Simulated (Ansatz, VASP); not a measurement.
## C in VASP and in Ansatz

```
CELL_PARAMETERS angstrom
0.08819 2.11665 3.35975
1.31098 0.00000 3.39185
1.22278 2.11665 0.03210
ATOMIC_POSITIONS crystal
C 0.16671 0.83329 0.16671
C 0.83329 0.16671 0.83329
```

Change from the starting cell: strain +0.0525 x Voigt [0, 0, 0, 0, 1, 0], atoms carried along.

Alike in both runs: task single point; functional LDA; k mesh 16 × 16 × 16; occupations gaussian, width 0.03 eV; no spin polarisation.

```csv
,VASP,Ansatz
version,VASP 6.6.1,Ansatz 0.2.0
potentials or method,"VASP PAW LDA potentials, release 64 (C), cutoff 520 eV","scalar-relativistic, plane waves, PAW"
valence electrons in the cell,8,8
```

|  | VASP | Ansatz | Ansatz less VASP |
| --- | --- | --- | --- |
| gap on the k mesh at the Fermi level (eV) | 0.18 | 0.18 | +0.002 |
| least direct gap on the mesh (eV) | 0.28 | 0.28 | +0.002 |
| pressure (GPa) | 0.7 | -0.1 | -0.81 |
| traceless stress, the component that is largest in VASP (GPa) | -0.55 | 0.37 | +0.925 |
| rms of the force components (eV/Å) | 0.011 | 0.011 | 0.0000 |

LDA's correlation is that of Perdew and Zunger in VASP and of Perdew and Wang (1992) in Ansatz. Atom by atom the forces differ by 0.000 eV/Å (rms over components).
